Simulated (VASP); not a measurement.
Input of a VASP 6.6.1 run:

INCAR

```
SYSTEM = Ca
AGGAC = 1.0
AGGAX = 1.0
ALDAC = 0.0
ALDAX = 1.0
ALGO = Normal
EDIFF = 1E-6
ENCUT = 520
GGA = B5
GGA_COMPAT = .FALSE.
ISIF = 2
ISMEAR = -1
LASPH = .TRUE.
LCHARG = .FALSE.
LORBIT = 11
LORBMOM = .TRUE.
LREAL = .FALSE.
LSORBIT = .TRUE.
LWAVE = .FALSE.
MAGMOM = 0 0 0
NBANDS = 21
NELM = 150
PREC = Accurate
SIGMA = 0.1
```

File KPOINTS:

```
k-points
0
G
  10 10 10
  0 0 0
```

The input POSCAR:

```
Ca
1.0
    0.0000000000      2.7709016401      2.7709016401
    2.7709016401      0.0000000000      2.7709016401
    2.7709016401      2.7709016401      0.0000000000
Ca
1
Direct
    0.0000000000      0.0000000000      0.0000000000
```

Potentials or basis: VASP PAW PBE potentials, release 64 (Ca_sv).

The run is started by

```sh
$ cat potpaw_PBE.64/Ca_sv/POTCAR > POTCAR
$ mpirun -np 1 vasp_ncl > vasp.out
```

What does it give for the pressure?

0.0 GPa.

Estimate the net moment.

0.00 μB per cell.

Moments on the atoms (μB; x, y, z):
```
Ca  0.00 0.00 0.00
```

Caveat: the PAW data sets were made with another functional, which shifts forces and pressure a little.
